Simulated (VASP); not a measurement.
Wanted: the native input for a VASP 6.6.1 run.

```
Task                   : single point
Functional             : LDA
Potentials or basis    : VASP PAW LDA potentials, release 64 (Mn_pv, O)
Cutoff                 : 520 eV
k mesh                 : 10 × 10 × 10
Occupations            : fermi-dirac, width 0.3 eV
Spin                   : collinear spin, ferromagnetic start
Starting moments       : [4.0, 0.0] μB
Dipole correction      : no
Further INCAR settings : ALGO = Normal; EDIFF = 1e-06; NBANDS = 20
```

The structure of MnO lies in POSCAR:

```
MnO
1.0
    0.0000000000      2.1853147536      2.1853147536
    2.1853147536      0.0000000000      2.1853147536
    2.1853147536      2.1853147536      0.0000000000
Mn O
1 1
Direct
    0.0000000000      0.0000000000      0.0000000000
    0.5000000000      0.5000000000      0.5000000000
```

These files were run (other wordings do the same):

INCAR

```
SYSTEM = MnO
PREC = Accurate ; ENCUT = 520
EDIFF = 1E-6 ; ISMEAR = -1
SIGMA = 0.3 ; LREAL = .False.
LASPH = .True. ; NELM = 150
ALGO = Normal ; ISIF = 2
LWAVE = .False. ; LCHARG = .True.
ISPIN = 2 ; MAGMOM = 4 0
LORBIT = 11 ; LMAXMIX = 4
LELF = .True. ; LVHAR = .True.
NBANDS = 20
```

KPOINTS

```
regular mesh
0
Gamma
  10 10 10
  0 0 0
```

Potentials or basis: VASP PAW LDA potentials, release 64 (Mn_pv, O).

Command:

```bash
$ cat potpaw_LDA.64/Mn_pv/POTCAR potpaw_LDA.64/O/POTCAR > POTCAR
$ mpirun -np 1 vasp_std > vasp.out
```

It gave:

```json
{"Pressure": "-15.5 GPa", "Net moment": "4.14 μB per cell", "Site moments": "Mn +3.80; O +0.15 μB", "Valence electrons inside the program's atomic spheres": "Mn 11.44; O 4.94"}
```

Caveat: the cell stands under tension; so wide a smearing shifts energies and pressures; a cell with one magnetic atom can't hold antiferromagnetic order, which such compounds often take.

It took 19 s on 1 thread of Intel(R) Xeon(R) Platinum 8488C (Sapphire Rapids), on a shared host, peak memory 0.15 GiB.
